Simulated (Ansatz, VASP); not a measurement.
# Two plane-wave programs on C

```
CELL_PARAMETERS angstrom
0.00000 1.78344 1.78344
1.78344 0.00000 1.78344
1.78344 1.78344 0.00000
ATOMIC_POSITIONS crystal
C 0.50000 0.50000 0.50000
C 0.75000 0.75000 0.75000
```

Alike in both runs: task single point; functional r2SCAN; k mesh 12 × 12 × 12; occupations gaussian, width 0.05 eV; no spin polarisation.

|  | VASP | Ansatz |
| --- | --- | --- |
| version | VASP 6.6.1 | Ansatz 0.2.0 |
| potentials or method | VASP PAW PBE potentials, release 64 (C_h), cutoff 1430 eV | PAW, plane waves, scalar-relativistic |
| valence electrons in the cell | 8 | 8 |

```csv
,VASP,Ansatz,Ansatz less VASP
gap on the k mesh at the Fermi level (eV),4.37,4.37,-0.002
pressure (GPa),-3.1,-2.5,+0.63
```

VASP's potentials were made for PBE, not for r2SCAN. With one functional, cell and mesh, what is left measures potentials, basis and numerics.
